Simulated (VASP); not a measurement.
Write the native input for VASP 6.6.1 that does the following.

```
Task                   : single point
Functional             : PBE
Potentials or basis    : VASP PAW PBE potentials, release 64 (Li_sv, Al, H)
Cutoff                 : 520 eV
k mesh                 : 4 × 4 × 4
Occupations            : gaussian, width 0.1 eV
Spin                   : no spin polarisation
Dipole correction      : no
Further INCAR settings : ALGO = Normal; EDIFF = 1e-07; NBANDS = 20
```

The structure of LiAlH3 lies in POSCAR:

```
LiAlH3
1.0
    5.1391747000      0.0000000000      0.0000000000
    0.0000000000      5.1391747000      0.0000000000
    0.0000000000      0.0000000000      3.6864144008
Li Al H
2 2 6
Direct
    0.0000000000      0.5000000000      0.5000000000
    0.5000000000      0.0000000000      0.5000000000
    0.5000000000      0.5000000000      0.0000000000
    0.0000000000      0.0000000000      0.0000000000
    0.8238402553      0.3238402553      0.0000000000
    0.6761597447      0.8238402553      0.0000000000
    0.5000000000      0.5000000000      0.5000000000
    0.1761597447      0.6761597447      0.0000000000
    0.3238402553      0.1761597447      0.0000000000
    0.0000000000      0.0000000000      0.5000000000
```

The input as run:

INCAR

```
ALGO = Normal
EDIFF = 1E-7
ENCUT = 520
GGA = PE
ISIF = 2
ISMEAR = 0
LASPH = True
LCHARG = False
LREAL = False
LWAVE = False
NBANDS = 20
NELM = 100
PREC = Accurate
SIGMA = 0.1
```

KPOINTS

```
k-points
0
Gamma
  4 4 4
```

Potentials or basis: VASP PAW PBE potentials, release 64 (Li_sv, Al, H).

Command:

```console
$ cat potpaw_PBE.64/Li_sv/POTCAR potpaw_PBE.64/Al/POTCAR potpaw_PBE.64/H/POTCAR > POTCAR
$ mpirun -np 1 vasp_std > vasp.out
```

It gave:

```json
{
 "Largest force": "0.016 eV/Å",
 "Band gap on the k mesh": "zero (bands 9 and 10 overlap by 3.37 eV)"
}
```

Caveat: the k points lie up to 0.43 Å⁻¹ apart, too coarse for converged energies and pressures of a metal.

It took 51 s on 1 thread of Oxide Virtual Turin-like Processor (shared host), peak memory 0.17 GiB.
